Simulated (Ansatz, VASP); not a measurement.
## Two plane-wave programs on SnTe

```xyz
2
Lattice="0.0000 3.1565 3.2038 3.1565 0.0000 3.2038 3.1565 3.1565 0.0000" Properties=species:S:1:pos:R:3 pbc="T T T"
Sn    0.0000    0.0000    0.0000
Te    3.1565    3.1565    3.2038
```

Change from the starting cell: strain +0.000 along x and y, +0.015 along z, atoms carried along.

Alike in both runs: task single point; functional PBE; k mesh 10 × 10 × 10; occupations gaussian, width 0.03 eV; no spin polarisation.

|  | VASP | Ansatz |
| --- | --- | --- |
| version | VASP 6.6.1 | Ansatz 0.2.0 |
| potentials or method | VASP PAW PBE potentials, release 64 (Sn_d, Te), cutoff 520 eV | scalar-relativistic, plane waves, PAW |
| valence electrons in the cell | 20 | 30 |

```csv
,VASP,Ansatz,Ansatz less VASP
gap on the k mesh at the Fermi level (eV),0.05,0.05,0.000
least direct gap on the mesh (eV),0.05,0.05,0.000
pressure (GPa),1.3,1.3,+0.07
"traceless stress, the component that is largest in VASP (GPa)",-1.21,-1.21,+0.001
```

VASP's potentials hold 20 valence electrons a cell and Ansatz's 30, so a difference there can come from the potentials and not from the codes.

Spin-orbit coupling is off throughout.
